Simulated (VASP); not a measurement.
Here is a VASP 6.6.1 calculation.

The input INCAR:

```
SYSTEM = BaTa2
  PREC = Accurate
  ENCUT = 500
  EDIFF = 1E-6
  ISMEAR = 0
  SIGMA = 0.1
  LREAL = .False.
  LASPH = .True.
  NELM = 120
  ALGO = Normal
  ISIF = 2
  LWAVE = .False.
  LCHARG = .False.
  GGA = PE
  NBANDS = 25
  GGA_COMPAT = .False.
```

Contents of KPOINTS:

```
Automatic mesh
0
Gamma
  6 6 6
  0 0 0
```

File POSCAR:

```
BaTa2
1.0
    0.0000000000      3.2635735585      3.2635735585
    3.2635735585      0.0000000000      3.2635735585
    3.2635735585      3.2635735585      0.0000000000
Ba Ta
1 2
Direct
    0.0000000000      0.0000000000      0.0000000000
    0.2500000000      0.2500000000      0.2500000000
    0.7500000000      0.7500000000      0.7500000000
```

Potentials or basis: VASP PAW PBE potentials, release 64 (Ba_sv, Ta_sv_GW).

Command:

```bash
$ cat potpaw_PBE.64/Ba_sv/POTCAR potpaw_PBE.64/Ta_sv_GW/POTCAR > POTCAR
$ mpirun -np 1 vasp_std > vasp.out
```

**Question.** Estimate the band gap on the k mesh.

**Answer.** Zero (bands 18 and 19 overlap by 1.18 eV).

**Question.** Predict the pressure.

**Answer.** 8.8 GPa.

Caveat: the cell stands under pressure; spin-orbit coupling is left out, which moves the levels of the heavy elements.
